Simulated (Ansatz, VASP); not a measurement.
# CoO in VASP and in Ansatz

INCAR

```
  ALGO = Normal
  EDIFF = 1E-7
  ENCUT = 520
  GGA = PS
  ISIF = 2
  ISMEAR = 1
  ISPIN = 2
  LASPH = T
  LCHARG = F
  LMAXMIX = 4
  LORBIT = 11
  LREAL = F
  LWAVE = F
  MAGMOM = 2.5 -2.5 0 0
  NBANDS = 27
  NELM = 150
  PREC = Accurate
  SIGMA = 0.15
```

File KPOINTS:

```
k-points
0
Gamma
  8 8 5
```

POSCAR

```
CoO
1.0
    3.1761846419      0.0000000000      0.0000000000
   -1.5880923210      2.7506559232      0.0000000000
    0.0000000000      0.0000000000      5.1936169292
Co O
2 2
Direct
    0.0000000000      0.0000000000      0.0034740000
    0.3333333333      0.6666666667      0.5033620000
    0.0000000000      0.0000000000      0.3716090000
    0.3333333333      0.6666666667      0.8715560000
```

Input for Ansatz:

```yaml
crystal:
  lattice:
    - [3.1761846419474153, 0.0, 0.0]
    - [-1.5880923209737077, 2.750655923212183, 0.0]
    - [0.0, 0.0, 5.193616929202566]
  atoms:
    - { symbol: Co, position: [0.0, 0.0, 0.003474], spin: 2.5 }
    - { symbol: Co, position: [0.3333333333333333, 0.6666666666666666, 0.503362], spin: -2.5 }
    - { symbol: O, position: [0.0, 0.0, 0.371609] }
    - { symbol: O, position: [0.3333333333333333, 0.6666666666666666, 0.871556] }
basis:
  ecutwfc: 476.19925930478996
kpoints:
  mp_grid:
    grid: [8, 8, 5]
hamiltonian:
  xc: pbesol
  pseudopotentials:
    kind: paw
magnetization:
  spin_polarized: true
scf:
  occupations:
    method: cold
    width: 0.15
output:
  stress: true
```

Alike in both runs: task single point; functional PBEsol; k mesh 8 × 8 × 5; collinear spin.

```csv
,VASP,Ansatz
version,VASP 6.6.1,Ansatz 0.2.0
potentials or method,"VASP PAW PBE potentials, release 64 (Co, O), cutoff 520 eV","plane waves, PAW"
occupations,"methfessel-paxton of order 1, width 0.15 eV","cold, width 0.15 eV"
valence electrons in the cell,30,46
```

Ansatz gave:

- pressure (GPa): -7.9
- traceless stress, the component that is largest in VASP (GPa): 1.49
- net moment per atom (μB): 0.00
- size of the moment on the site where the two differ most (μB): 2.04

Problem. What did VASP give for the same quantities?

Solution. Pressure (GPa): -7.8; traceless stress, the component that is largest in VASP (GPa): 1.53; net moment per atom (μB): 0.00; size of the moment on the site where the two differ most (μB): 2.20.

VASP's potentials were made for PBE, not for PBEsol. Site moments also hang on the region over which each program counts them. VASP's potentials hold 30 valence electrons a cell and Ansatz's 46, so a difference there can come from the potentials and not from the codes. Ansatz's warnings: stability check not made.
